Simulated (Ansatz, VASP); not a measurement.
One calculation of Os3Au, two programs

```
Os Au
1.0
     2.76314    0.00009   -0.00005
     0.00009    2.76301   -0.00005
     0.00010    0.00010   15.84084
Os Au
6 2
Cartesian
  1.3826 1.3809 1.8537
  1.3807 1.3822 9.7737
  2.7635 0.0001 0.0002
  2.7629 0.0003 7.9204
  1.3808 1.3822 6.0667
  1.3823 1.3808 13.9873
  0.0005 0.0002 3.9603
  -0.0001 0.0000 11.8805
```

Change from the starting cell: cell x2, atoms moved at random (sigma 0.15 Å) and cell strained at random (1.5 %), then relaxed without symmetry.

Alike in both runs: functional PBE; k mesh 8 × 8 × 2; occupations gaussian, width 0.2 eV; no spin polarisation.

Ansatz relaxed the structure, and its values are those at the end. VASP's run is a single point on that final structure, the one shown.

|  | VASP | Ansatz |
| --- | --- | --- |
| version | VASP 6.6.1 | Ansatz 0.2.0 |
| potentials or method | VASP PAW PBE potentials, release 64 (Os, Au), cutoff 520 eV | scalar-relativistic, plane waves, PAW |
| valence electrons in the cell | 70 | 134 |

VASP gave:

```
gap on the k mesh at the Fermi level (eV) : none
pressure (GPa)                            : -0.1
rms of the force components (eV/Å)        : 0.003
```

Problem. Estimate Ansatz's values.

Solution. gap on the k mesh at the Fermi level (eV): none; pressure (GPa): 0.2; rms of the force components (eV/Å): 0.002.

A gap of «none» marks a metal or a gap that the smearing closes. The functional is the same, so the differences come from potentials, cutoffs and numerics. VASP's potentials hold 70 valence electrons a cell and Ansatz's 134, so a difference there can come from the potentials and not from the codes.

Neither program's run includes spin-orbit coupling.
